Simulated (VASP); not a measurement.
# ZnO in VASP: settings compared

Aim: see how the results for ZnO move with the level of theory and the settings. Levels: r2SCAN, PBE. Tasks: single point.

All numbers are computed with VASP 6.6.1; they aren't measurements. Logs are shortened: lines on timing, memory, paths and dates and some standing lists are left out, and cuts for length are marked.

## Step 1: The cell of the first run

The structure is tetragonal, space group I4/mmm (No. 139). Conventional cell: a = 3.018 Å, b = 3.018 Å, c = 4.378 Å, α = 90.00°, β = 90.00°, γ = 90.00°. Within 2.8 Å of Zn (site symmetry 4/mmm) lie 6 O at 2.13 to 2.19 Å. O (site symmetry 4/mmm) has 6 Zn at 2.13 to 2.19 Å within 2.8 Å.

## Step 2: Single point, r2SCAN (uniaxial x strain +2.6%)

POSCAR reads:

```
ZnO
1.0
    0.0000000000      2.1337703963      2.1337703963
    2.1890350496      0.0000000000      2.1337703963
    2.1890350496      2.1337703963      0.0000000000
Zn O
1 1
Direct
    0.0000000000      0.0000000000      0.0000000000
    0.5000000000      0.5000000000      0.5000000000
```

INCAR.step1 reads:

```
SYSTEM = ZnO
PREC     = Accurate       ! precision mode
ENCUT    = 520            ! plane-wave cutoff, eV
ISMEAR   = 0              ! smearing method
SIGMA    = 0.01           ! smearing width, eV
LREAL    = .FALSE.        ! projectors in reciprocal space
LASPH    = .TRUE.         ! aspherical terms in the spheres
NELM     = 60             ! most SCF steps
NBANDS   = 16             ! bands
GGA      = PE             ! functional
ALGO     = Normal         ! electronic algorithm
EDIFF    = 1E-4           ! SCF threshold, eV
LWAVE    = .TRUE.         ! write WAVECAR
LCHARG   = .FALSE.        ! write CHGCAR
```

INCAR.step2 reads:

```
SYSTEM = ZnO
PREC     = Accurate       ! precision mode
ENCUT    = 520            ! plane-wave cutoff, eV
EDIFF    = 1E-6           ! SCF threshold, eV
ISMEAR   = 0              ! smearing method
SIGMA    = 0.01           ! smearing width, eV
LREAL    = .FALSE.        ! projectors in reciprocal space
LASPH    = .TRUE.         ! aspherical terms in the spheres
NELM     = 60             ! most SCF steps
ALGO     = Normal         ! electronic algorithm
ISIF     = 2              ! what is computed and relaxed
LWAVE    = .FALSE.        ! write WAVECAR
LCHARG   = .FALSE.        ! write CHGCAR
METAGGA  = R2SCAN         ! meta-GGA
LMIXTAU  = .TRUE.       
NBANDS   = 16             ! bands
ISTART   = 1
```

KPOINTS reads:

```
Automatic mesh
0
G
  10 10 10
  0 0 0
```

Potentials or basis: VASP PAW PBE potentials, release 64 (Zn, O).

On the command line:

```
cat potpaw_PBE.64/Zn/POTCAR potpaw_PBE.64/O/POTCAR > POTCAR
cp INCAR.step1 INCAR
mpirun -np 1 vasp_std > vasp.out
cp INCAR.step2 INCAR
mpirun -np 1 vasp_std > vasp.out
```

OUTCAR:

```text
SYSTEM = ZnO
   PREC = Accurate
   ENCUT = 520
   EDIFF = 1E-6
   ISMEAR = 0
   LREAL = .FALSE.
   LASPH = .TRUE.
   NELM = 60
   ISIF = 2
   METAGGA = R2SCAN
   ISTART = 1

 ion  position               nearest neighbor table
   1  0.000  0.000  0.000-   2 2.13   2 2.13   2 2.13   2 2.13   2 2.19   2 2.19
   2  0.500  0.500  0.500-   1 2.13   1 2.13   1 2.13   1 2.13   1 2.19   1 2.19

  LATTYP: Found a body centered tetragonal cell.
 ALAT       =     3.0176070334
 C/A-ratio  =     1.4508416937

  Lattice vectors:

 A1 = (   2.1890350496,   0.0000000000,   2.1337703963)
 A2 = (   2.1890350496,   0.0000000000,  -2.1337703963)
 A3 = (  -2.1890350496,   2.1337703963,   0.0000000000)

Analysis of symmetry for initial positions (statically):
=====================================================================
 Subroutine PRICEL returns:
 Original cell was already a primitive cell.

 Routine SETGRP: Setting up the symmetry group for a
 body centered tetragonal supercell.

 Subroutine GETGRP returns: Found 16 space group operations
 (whereof 16 operations were pure point group operations)
 out of a pool of 16 trial point group operations.

The static configuration has the point symmetry D_4h.

Analysis of symmetry for dynamics (positions and initial velocities):
=====================================================================
 Subroutine PRICEL returns:
 Original cell was already a primitive cell.

 Routine SETGRP: Setting up the symmetry group for a
 body centered tetragonal supercell.

 Subroutine GETGRP returns: Found 16 space group operations
 (whereof 16 operations were pure point group operations)
 out of a pool of 16 trial point group operations.

The dynamic configuration has the point symmetry D_4h.

 Subroutine INISYM returns: Found 16 space group operations
 (whereof 16 operations are pure point group operations),
 and found     1 'primitive' translations

----------------------------------------------------------------------------------------

                                     Primitive cell

  volume of cell :      19.9332

  direct lattice vectors                    reciprocal lattice vectors
     0.000000000  2.133770396  2.133770396    -0.228411144  0.234326993  0.234326993
     2.189035050  0.000000000  2.133770396     0.228411144 -0.234326993  0.234326993
     2.189035050  2.133770396  0.000000000     0.228411144  0.234326993 -0.234326993

  length of vectors
     3.017607033  3.056934830  3.056934830     0.402479726  0.402479726  0.402479726

  position of ions in fractional coordinates (direct lattice)
     0.000000000  0.000000000  0.000000000
     0.500000000  0.500000000  0.500000000

  ion indices of the primitive-cell ions
   primitive index   ion index
                 1           1
                 2           2

----------------------------------------------------------------------------------------

 KPOINTS: Automatic mesh

Automatic generation of k-mesh.
 Grid dimensions read from file:
 generate k-points for:   10   10   10

 Generating k-lattice:

  Cartesian coordinates                     Fractional coordinates (reciprocal lattice)
    -0.022841114  0.023432699  0.023432699     0.100000000 -0.000000000 -0.000000000
     0.022841114 -0.023432699  0.023432699     0.000000000  0.100000000  0.000000000
     0.022841114  0.023432699 -0.023432699     0.000000000  0.000000000  0.100000000

  Length of vectors
     0.040247973  0.040247973  0.040247973

  Shift w.r.t. Gamma in fractional coordinates (k-lattice)
     0.000000000  0.000000000  0.000000000

 Subroutine IBZKPT returns following result:
 ===========================================

 Found    102 irreducible k-points:

 Following reciprocal coordinates:
            Coordinates               Weight
  0.000000  0.000000  0.000000      1.000000
  0.100000 -0.000000 -0.000000      8.000000
  0.200000 -0.000000 -0.000000      8.000000
  0.300000  0.000000  0.000000      8.000000
  0.400000 -0.000000 -0.000000      8.000000
  0.500000 -0.000000 -0.000000      4.000000
[... 16 lines left out ...]
  0.300000  0.300000  0.000000      4.000000
  0.400000  0.300000 -0.000000     16.000000
 [... further k-points ...]
   k-points           NKPTS =    102   k-points in BZ     NKDIM =    102   number of bands    NBANDS=     16
   number of dos      NEDOS =    301   number of ions     NIONS =      2
   total plane-waves  NPLWV =  13824
   dimension x,y,z NGX =    24 NGY =   24 NGZ =   24
   dimension x,y,z NGXF=    48 NGYF=   48 NGZF=   48
   ions per type =               1   1
   NGX,Y,Z   is equivalent  to a cutoff of  13.22, 13.05, 13.05 a.u.
   NGXF,Y,Z  is equivalent  to a cutoff of  26.44, 26.10, 26.10 a.u.
 SYSTEM =  ZnO
   PREC   = accura    normal or accurate (medium, high low for compatibility)
   ISTART =      1    job   : 0-new  1-cont  2-samecut
   ICHARG =      0    charge: 1-file 2-atom 10-const
   ISPIN  =      1    spin polarized calculation?
   LNONCOLLINEAR =      F non collinear calculations
   LSORBIT =      F    spin-orbit coupling
   LASPH  =      T    aspherical Exc in radial PAW
   ENCUT  =  520.0 eV  38.22 Ry    6.18 a.u.   5.61  5.68  5.68*2*pi/ulx,y,z
   NELM   =     60;   NELMIN=  2; NELMDL=  0     # of ELM steps
   EDIFF  = 0.1E-05   stopping-criterion for ELM
   LREAL  =      F    real-space projection
   EDIFFG = 0.1E-04   stopping-criterion for IOM
   NSW    =      0    number of steps for IOM
   IBRION =     -1    ionic relax: 0-MD 1-quasi-New 2-CG
   NFREE  =      0    steps in history (QN), initial steepest desc. (CG)
   ISIF   =      2    stress and relaxation
   ISYM   =      2    0-nonsym 1-usesym 2-fastsym
   POTIM  = 0.5000    time-step for ionic-motion
   TEBEG  =    0.0;   TEEND  =   0.0 temperature during run
   PSTRESS=    0.0 pullay stress
   NELECT =      18.0000    total number of electrons
   NUPDOWN=      -1.0000    fix difference up-down
   EMIN   =  10.00;   EMAX   =-10.00  energy-range for DOS
   EFERMI =   0.00;   METHOD = LEGACY
   ISMEAR =     0;   SIGMA  =   0.01  broadening in eV -4-tet -1-fermi 0-gaus
   EFERMI_NEDOS =   21; number of points for ismear=-14 and -15
   IALGO  =     38    algorithm
   IMIX   =      4    mixing-type and parameters
     AMIX     =   0.40;   BMIX     =  1.00
     AMIX_MAG =   1.60;   BMIX_MAG =  1.00
  volume/ion in A,a.u.               =       9.97        67.26
  Fermi-wavevector in a.u.,A,eV,Ry     =   1.582364  2.990234 34.067285  2.503875
  Thomas-Fermi vector in A             =   2.682298
   LORBIT       =      0    0 simple, 1 ext, 2 COOP (PROOUT), +10 PAW based schemes
   METAGGA = R2SCAN    functional components
   LHFCALC =     F    Hartree Fock is set to
   AEXX    =    0.0000 exact exchange contribution
   IVDW    =     0    specifies the selected vdW correction
   LEPSILON=     F    determine dielectric tensor
   LRPA    =     F    only Hartree local field effects (RPA)
 non-spin polarized calculation
 Gauss-broadening in eV      SIGMA  =   0.01
  energy-cutoff  :      520.00
  volume of cell :       19.93
 maximum number of plane-waves:       552
 NGX is ok and might be reduce to    24
   NGX = 11   NGY = 11   NGZ = 11

 number of electron      18.0000006 magnetization

 Free energy of the ion-electron system (eV)
  ---------------------------------------------------
  ext. energy  EPLUGINS =         0.00000000
  ---------------------------------------------------
  free energy    TOTEN  =       -17.94361862 eV

  energy without entropy =      -17.94361862  energy(sigma->0) =      -17.94361862

 E-fermi :   2.4115     XC(G=0): -12.9648

 val. band max:        2.2686842125   @ k =   0.5000  -0.0000  -0.0000
 cond. band min:       3.6199792191   @ k =   0.0000   0.0000   0.0000
 fundamental gap:      1.3512950065
 Fermi energy:         2.4114639600

 k-point     1 :       0.0000    0.0000    0.0000
  band No.  band energies     occupation
      1     -17.1848      2.00000
      2      -2.7060      2.00000
      3      -2.6759      2.00000
      4      -2.6758      2.00000
      5      -2.5352      2.00000
      6      -2.4827      2.00000
[... 8 lines left out ...]
     15      21.9599      0.00000
     16      22.8684      0.00000

 k-point     2 :       0.1000   -0.0000   -0.0000
  band No.  band energies     occupation
      1     -17.0817      2.00000
      2      -2.7649      2.00000
      3      -2.7242      2.00000
      4      -2.6959      2.00000
      5      -2.6005      2.00000
      6      -2.5797      2.00000
[... 8 lines left out ...]
     15      22.5345      0.00000
     16      22.7325      0.00000

 k-point     3 :       0.2000   -0.0000   -0.0000
  band No.  band energies     occupation
      1     -16.7981      2.00000
      2      -3.1370      2.00000
      3      -3.0056      2.00000
      4      -2.9949      2.00000
      5      -2.5334      2.00000
      6      -2.5331      2.00000
[... 8 lines left out ...]
     15      23.3194      0.00000
     16      23.3859      0.00000

 k-point     4 :       0.3000    0.0000    0.0000
  band No.  band energies     occupation
      1     -16.4155      2.00000
      2      -3.9575      2.00000
      3      -3.3399      2.00000
      4      -3.3281      2.00000
      5      -2.4299      2.00000
      6      -2.4161      2.00000
[... 8 lines left out ...]
     15      24.7728      0.00000
     16      24.7913      0.00000

 k-point     5 :       0.4000   -0.0000   -0.0000
  band No.  band energies     occupation
      1     -16.0733      2.00000
      2      -4.7507      2.00000
      3      -3.5849      2.00000
      4      -3.5603      2.00000
      5      -2.3433      2.00000
      6      -2.3174      2.00000
[... 8 lines left out ...]
     15      26.5591      0.00000
     16      26.6128      0.00000

 k-point     6 :       0.5000   -0.0000   -0.0000
  band No.  band energies     occupation
      1     -15.9333      2.00000
      2      -5.0636      2.00000
      3      -3.6722      2.00000
      4      -3.6436      2.00000
      5      -2.3097      2.00000
      6      -2.2791      2.00000
[... 8 lines left out ...]
     15      27.6780      0.00000
     16      27.8652      0.00000
[... 267 lines left out ...]
 k-point    21 :      -0.3000    0.2000    0.0000
  band No.  band energies     occupation
      1     -16.0321      2.00000
      2      -4.3205      2.00000
      3      -3.5200      2.00000
      4      -3.2869      2.00000
      5      -2.4020      2.00000
      6      -2.2690      2.00000
[... 8 lines left out ...]
     15      25.1763      0.00000
     16      26.2598      0.00000

 k-point    22 :      -0.2000    0.2000    0.0000
  band No.  band energies     occupation
      1     -16.3239      2.00000
      2      -3.9532      2.00000
      3      -3.4152      2.00000
      4      -3.1027      2.00000
      5      -2.4957      2.00000
      6      -2.2998      2.00000
[... 8 lines left out ...]
     15      25.2214      0.00000
     16      25.9874      0.00000

 k-point    23 :       0.3000    0.3000    0.0000
  band No.  band energies     occupation
      1     -16.2467      2.00000
      2      -3.9988      2.00000
      3      -2.9373      2.00000
      4      -2.5552      2.00000
      5      -2.5517      2.00000
      6      -2.3931      2.00000
[... 8 lines left out ...]
     15      29.8045      0.00000
     16      31.5528      0.00000

 k-point    24 :       0.4000    0.3000   -0.0000
  band No.  band energies     occupation
      1     -16.0314      2.00000
      2      -3.9737      2.00000
      3      -3.0590      2.00000
      4      -2.6891      2.00000
      5      -2.4714      2.00000
      6      -2.2766      2.00000
[... 8 lines left out ...]
     15      30.2424      0.00000
     16      31.0732      0.00000

 [... further k-points ...]

------------------------ aborting loop because EDIFF is reached ----------------------------------------

  FORCE on cell =-STRESS in cart. coord.  units (eV):
  Direction    XX          YY          ZZ          XY          YZ          ZX
  --------------------------------------------------------------------------------------
  -------------------------------------------------------------------------------------
  Total       -0.5648514     -0.2934217     -0.2934217      0.0000000      0.0000000      0.0000000
  in kB      -45.4011360    -23.5843977    -23.5843977      0.0000000      0.0000000      0.0000000
  external PRESSURE =     -30.8566438 kB  Pullay stress =       0.0000000 kB

 VOLUME and BASIS-vectors are now :
 -----------------------------------------------------------------------------
  energy-cutoff  :      520.00
  volume of cell :       19.93
      direct lattice vectors                 reciprocal lattice vectors
     0.000000000  2.133770396  2.133770396    -0.228411144  0.234326993  0.234326993
     2.189035050  0.000000000  2.133770396     0.228411144 -0.234326993  0.234326993
     2.189035050  2.133770396  0.000000000     0.228411144  0.234326993 -0.234326993

 POSITION                                       TOTAL-FORCE (eV/Angst)
 -----------------------------------------------------------------------------------
      0.00000      0.00000      0.00000         0.000000      0.000000     -0.000000
      2.18904      2.13377      2.13377         0.000000     -0.000000      0.000000
 -----------------------------------------------------------------------------------
    total drift:                                0.000000     -0.000000     -0.000000

  FREE ENERGIE OF THE ION-ELECTRON SYSTEM (eV)
  ---------------------------------------------------
  free  energy   TOTEN  =       -17.9436186188 eV

  energy  without entropy=      -17.9436186188  energy(sigma->0) =      -17.94361862
```

It took 83 s on 1 thread of AMD EPYC 9R45 (Zen 5), shared host; peak memory 0.14 GiB.

Results:

```
Free energy            : -17.9436 eV
Pressure               : -3.1 GPa
Band gap on the k mesh : 1.35 eV, indirect (least direct gap 2.69 eV)
```

Levels at points of the mesh, in eV from the valence-band top:
```tsv
k point	band 5	band 6	band 7	band 8	band 9	band 10	band 11	band 12	band 13	band 14
(0.00, 0.00, 0.00)	-4.80	-4.75	-1.46	-1.46	-1.34	1.35	18.52	18.64	18.64	19.12
(0.50, 0.00, 0.00)	-4.58	-4.55	-3.70	-0.16	0.00	6.06	9.75	13.31	13.84	20.01
(0.50, 0.50, 0.00)	-4.47	-4.43	-4.16	-2.98	-2.74	4.83	11.58	11.72	15.92	16.46
(0.00, 0.50, 0.50)	-4.46	-4.46	-4.22	-2.78	-2.78	4.85	11.21	12.04	16.53	16.53
```

Caveat: the cell differs from its parent crystal (uniaxial x strain +2.6%); the PAW data sets were made with another functional, which shifts forces and pressure a little. A k mesh can miss the band edges.

(Continued in part 2 of 2.)
